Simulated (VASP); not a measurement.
Wanted: the native input for a VASP 6.6.1 run.

```
Task                   : electric field gradients
Functional             : PBEsol
Potentials or basis    : VASP PAW PBE potentials, release 64 (Bi_d)
Cutoff                 : 520 eV
k mesh                 : 9 × 9 × 3
Occupations            : fermi-dirac, width 0.08 eV
Spin                   : no spin polarisation
Dipole correction      : no
Further INCAR settings : ALGO = Normal; EDIFF = 1e-08; NBANDS = 22
```

The structure of Bi lies in POSCAR:

```
Bi
1.0
    4.5390002997      0.0226950015      0.0226950015
   -2.2498457021      3.9195420666      0.0083069471
    0.0591450000      0.0591450000     11.8290000000
Bi
2
Direct
    0.3333333333      0.6666666667      0.2500000000
    0.6666666667      0.3333333333      0.7500000000
```

This cell differs from its parent crystal: equal xy, yz and zx shear strains of +1 %.

One way to write it, as run:

INCAR

```
ALGO = Normal
EDIFF = 1E-8
ENCUT = 520
GGA = PS
ISIF = 2
ISMEAR = -1
LASPH = True
LCHARG = False
LEFG = True
LREAL = False
LWAVE = False
NBANDS = 22
NELM = 60
PREC = Accurate
SIGMA = 0.08
```

KPOINTS

```
k-points
0
Gamma
  9 9 3
```

Potentials or basis: VASP PAW PBE potentials, release 64 (Bi_d).

Run with:

```sh
$ cat potpaw_PBE.64/Bi_d/POTCAR > POTCAR
$ mpirun -np 1 vasp_std > vasp.out
```

Results of the run:

```yaml
Pressure: -3.5 GPa
Band_gap_on_the_k_mesh: zero (bands 15 and 16 overlap by 2.12 eV)
Largest_electric_field_gradient_by_atom: Bi -225.6 V/Å²
```

Caveat: the cell differs from its parent crystal (equal xy, yz and zx shear strains of +1 %); the cell stands under tension; without QUAD_EFG the Cq values of the log hold for a quadrupole moment of 1 mb, not for the nuclei; the PAW data sets were made with another functional, which shifts forces and pressure a little; spin-orbit coupling is left out, which moves the levels of the heavy elements.

It took 10 min on 1 thread of Intel Xeon 8259CL, on a shared host, peak memory 0.6 GiB.
